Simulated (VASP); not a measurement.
A run of VASP 6.6.1 is set up as follows.

INCAR

```
PREC     = Accurate       # precision mode
ENCUT    = 600            # plane-wave cutoff, eV
EDIFF    = 1E-7           # SCF threshold, eV
ISMEAR   = 0              # smearing method
SIGMA    = 0.02           # smearing width, eV
LREAL    = F              # projectors in reciprocal space
LASPH    = T              # aspherical terms in the spheres
NELM     = 120            # most SCF steps
ALGO     = Normal         # electronic algorithm
ISIF     = 4              # what is computed and relaxed
LWAVE    = F              # write WAVECAR
LCHARG   = F              # write CHGCAR
GGA      = PE             # functional
IBRION   = 2              # ionic algorithm
NSW      = 50             # ionic steps
EDIFFG   = -0.01          # ionic threshold
GGA_COMPAT= F            
NELMIN   = 4
```

KPOINTS

```
Automatic mesh
0
Gamma
  6 6 6
```

POSCAR

```
ZrO2
1.0
    3.6802689577      0.0000000000      0.0000000000
    0.0000000000      3.6802689577      0.0000000000
    0.0000000000      0.0000000000      5.4207189175
Zr O
2 4
Direct
    0.0000000000      0.0000000000      0.0000000000
    0.5000000000      0.5000000000      0.5000000000
    0.0000000000      0.5000000000      0.1858824264
    0.0000000000      0.5000000000      0.6858824264
    0.5000000000      0.0000000000      0.3141175736
    0.5000000000      0.0000000000      0.8141175736
```

Potentials or basis: VASP PAW PBE potentials, release 64 (Zr_sv, O).

Command:

```bash
$ cat potpaw_PBE.64/Zr_sv/POTCAR potpaw_PBE.64/O/POTCAR > POTCAR
$ mpirun -np 1 vasp_std > vasp.out
```

Predict the band gap on the k mesh.

4.02 eV (least direct gap 4.08 eV).

Final structure:
```cif
data_structure
_symmetry_space_group_name_H-M 'P 1'
_symmetry_Int_Tables_number 1
_cell_length_a 3.6694
_cell_length_b 3.6694
_cell_length_c 5.4530
_cell_angle_alpha 90.000
_cell_angle_beta 90.000
_cell_angle_gamma 90.000
_cell_volume 73.42
loop_
_atom_site_label
_atom_site_type_symbol
_atom_site_fract_x
_atom_site_fract_y
_atom_site_fract_z
_atom_site_occupancy
Zr1 Zr 0.00000 0.00000 0.00000 1
Zr2 Zr 0.50000 0.50000 0.50000 1
O1 O 0.00000 0.50000 0.18024 1
O2 O 0.00000 0.50000 0.68024 1
O3 O 0.50000 0.00000 0.31976 1
O4 O 0.50000 0.00000 0.81976 1
```

A k mesh can miss the band edges.
